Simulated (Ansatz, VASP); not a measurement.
**SnSe2 in VASP and in Ansatz**

```
CELL_PARAMETERS angstrom
3.83898 0.00000 0.00000
-1.91949 3.32465 0.00000
0.00000 0.00000 6.02781
ATOMIC_POSITIONS crystal
Sn 0.00000 0.00000 0.00000
Se 0.33333 0.66667 0.26450
Se 0.66667 0.33333 0.73550
```

Alike in both runs: functional PBE; dispersion D3(BJ); k mesh 6 × 6 × 4; occupations gaussian, width 0.1 eV; no spin polarisation.

Ansatz relaxed the structure, and its values are those at the end. VASP's run is a single point on that final structure, the one shown.

|  | VASP | Ansatz |
| --- | --- | --- |
| version | VASP 6.6.1 | Ansatz 0.2.0 |
| potentials or method | VASP PAW PBE potentials, release 64 (Sn_d, Se), cutoff 520 eV | scalar-relativistic, plane waves, PAW |
| valence electrons in the cell | 26 | 46 |

```csv
,VASP,Ansatz,Ansatz less VASP
gap on the k mesh at the Fermi level (eV),0.65,0.65,+0.006
least direct gap on the mesh (eV),0.84,0.85,+0.011
pressure (GPa),0.0,0.0,-0.07
rms of the force components (eV/Å),0.001,0.006,+0.0045
```

VASP's potentials hold 26 valence electrons a cell and Ansatz's 46, so a difference there can come from the potentials and not from the codes.
